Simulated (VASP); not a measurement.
A run of VASP 6.6.1:

File INCAR:

```
SYSTEM = KF
PREC = Accurate ; ENCUT = 520
EDIFF = 1E-7 ; ISMEAR = 0
SIGMA = 0.05 ; LREAL = .FALSE.
LASPH = .TRUE. ; NELM = 80
ALGO = Normal ; ISIF = 2
LWAVE = .FALSE. ; LCHARG = .TRUE.
GGA = PE ; LELF = .TRUE.
LVHAR = .TRUE. ; NBANDS = 15
```

KPOINTS

```
Automatic mesh
0
G
  8 8 8
  0 0 0
```

The input POSCAR:

```
KF
1.0
    0.0000000000      2.7403375000      2.6735000000
    2.7403375000      0.0000000000      2.6735000000
    2.7403375000      2.7403375000      0.0000000000
K F
1 1
Direct
    0.0000000000      0.0000000000      0.0000000000
    0.5000000000      0.5000000000      0.5000000000
```

Potentials or basis: VASP PAW PBE potentials, release 64 (K_sv, F).

Launch:

```console
$ cat potpaw_PBE.64/K_sv/POTCAR potpaw_PBE.64/F/POTCAR > POTCAR
$ mpirun -np 1 vasp_std > vasp.out
```

Hardware: 1 thread of Intel Xeon 8259CL, with other jobs on the host.

Problem. Estimate the wall time of this run.

Solution. Run time: 56 s on 1 thread of Intel Xeon 8259CL, on a shared host, peak memory 0.18 GiB. Counts: scf iterations 14, k points 59.
